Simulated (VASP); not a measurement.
Write the native input for VASP 6.6.1 that does the following.

| Item | Value |
| --- | --- |
| Task | single point |
| Functional | PBEsol |
| Potentials or basis | VASP PAW PBE potentials, release 64 (Sn_d) |
| Cutoff | 520 eV |
| k mesh | 18 × 18 × 18 |
| Occupations | gaussian, width 0.15 eV |
| Spin | no spin polarisation |
| Dipole correction | no |
| Further INCAR settings | ALGO = Fast; EDIFF = 1e-07; NBANDS = 13 |

The structure of Sn lies in POSCAR:

```
Sn
1.0
   -1.8946518192      1.8946518192      1.9893844102
    1.8946518192     -1.8946518192      1.9893844102
    1.8946518192      1.8946518192     -1.9893844102
Sn
1
Direct
    0.0000000000      0.0000000000      0.0000000000
```

This cell differs from its parent crystal: strain +0.0500 x Voigt [0, 0, 1, 0, 0, 0].

These files were run (other wordings do the same):

INCAR

```
PREC = Accurate
ENCUT = 520
EDIFF = 1E-7
ISMEAR = 0
SIGMA = 0.15
LREAL = F
LASPH = T
NELM = 100
ALGO = Fast
ISIF = 2
LWAVE = F
LCHARG = F
GGA = PS
NBANDS = 13
```

KPOINTS

```
regular mesh
0
Gamma
  18 18 18
```

Potentials or basis: VASP PAW PBE potentials, release 64 (Sn_d).

The run is started by

```bash
$ cat potpaw_PBE.64/Sn_d/POTCAR > POTCAR
$ mpirun -np 1 vasp_std > vasp.out
```

Results of the run:

The pressure is -4.0 GPa and the band gap on the k mesh is zero (band 7 reaches 14.70 eV, above the bottom of band 8 at 5.07 eV).

Caveat: the cell differs from its parent crystal (strain +0.0500 x Voigt [0, 0, 1, 0, 0, 0]); the PAW data sets were made with another functional, which shifts forces and pressure a little; spin-orbit coupling is left out, which moves the levels of the heavy elements.

It took 88 s on 1 thread of Intel(R) Xeon(R) 6975P-C (Granite Rapids) (shared host), peak memory 0.28 GiB.
